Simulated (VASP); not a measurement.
Here is a VASP 6.6.1 calculation.

INCAR

```
AGGAC = 1.0
AGGAX = 1.0
ALDAC = 0.0
ALDAX = 1.0
ALGO = Normal
EDIFF = 1E-6
EDIFFG = -0.01
ENCUT = 600
GGA = B5
IBRION = 2
ISIF = 3
ISMEAR = -1
IVDW = 13
LASPH = True
LCHARG = False
LREAL = False
LWAVE = False
NELM = 60
NSW = 60
PREC = Accurate
SIGMA = 0.05
VDW_A1 = 0.44488865
VDW_A2 = 4.0933009
VDW_S6 = 1.0
VDW_S8 = 2.34076671
```

Contents of KPOINTS:

```
k-points
0
Gamma
  9 9 5
```

POSCAR

```
Sb
1.0
    3.3545324186      0.0000000000      0.0000000000
   -1.6772662093      2.9051102923      0.0000000000
    0.0000000000      0.0000000000      5.4701606500
Sb
2
Direct
    0.6666666667      0.3333333333      0.7500000000
    0.3333333333      0.6666666667      0.2500000000
```

Potentials or basis: VASP PAW PBE potentials, release 64 (Sb).

Launch:

```sh
$ cat potpaw_PBE.64/Sb/POTCAR > POTCAR
$ mpirun -np 1 vasp_std > vasp.out
```

Estimate the space group after relaxing (to 0.05 Å).

P6_3/mmc (No. 194).

Estimate the relaxed volume.

27.42 Å³/atom.

Final structure:
```
Sb
1.0
     3.49583    0.00000    0.00000
    -1.74792    3.02748    0.00000
     0.00000    0.00000    5.18071
Sb
2
Direct
  0.66667 0.33333 0.75000
  0.33333 0.66667 0.25000
```

Caveat: the PAW data sets were made with another functional, which shifts forces and pressure a little; pairwise dispersion overbinds metals, which lowers pressure and volume.
